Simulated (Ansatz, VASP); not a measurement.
**Ca11O12: VASP beside Ansatz**

```
CELL_PARAMETERS angstrom
-6.00656 -3.46789 0.00000
6.00656 -3.46789 0.00000
0.00000 0.00000 9.61595
ATOMIC_POSITIONS crystal
Ca 0.33333 0.00000 0.87500
Ca 0.00000 0.33333 0.37500
Ca 0.00000 0.33333 0.87500
Ca 0.66667 0.66667 0.37500
Ca 0.66667 0.66667 0.87500
Ca 0.33333 0.32429 0.13458
Ca 0.33333 0.32429 0.61542
Ca 0.00904 0.67571 0.13458
Ca 0.00904 0.67571 0.61542
Ca 0.65763 0.00000 0.13458
Ca 0.65763 0.00000 0.61542
O 0.33333 0.00000 0.10729
O 0.33333 0.00000 0.64271
O 0.00000 0.33333 0.12384
O 0.00000 0.33333 0.62616
O 0.66667 0.66667 0.12384
O 0.66667 0.66667 0.62616
O 0.33333 0.36528 0.37500
O 0.33333 0.33561 0.87500
O 0.96805 0.63472 0.37500
O 0.99773 0.66439 0.87500
O 0.69862 0.00000 0.37500
O 0.66894 0.00000 0.87500
```

Change from the starting cell: Ca vacancy, atoms relaxed.

Alike in both runs: functional PBE; k mesh 3 × 3 × 2; occupations gaussian, width 0.05 eV; no spin polarisation.

Ansatz relaxed the structure, and its values are those at the end. VASP's run is a single point on that final structure, the one shown.

|  | VASP | Ansatz |
| --- | --- | --- |
| version | VASP 6.6.1 | Ansatz 0.2.0 |
| potentials or method | VASP PAW PBE potentials, release 64 (Ca_sv, O), cutoff 520 eV | scalar-relativistic, plane waves, PAW |
| valence electrons in the cell | 182 | 182 |

Ansatz gave:

- gap on the k mesh at the Fermi level (eV): none
- pressure (GPa): 0.6
- rms of the force components (eV/Å): 0.001

Task: What did VASP give for the same quantities?

Result: gap on the k mesh at the Fermi level (eV): none; pressure (GPa): 1.1; rms of the force components (eV/Å): 0.010.

A gap of «none» marks a metal or a gap that the smearing closes. Ansatz's warnings: stress scf threshold loose.
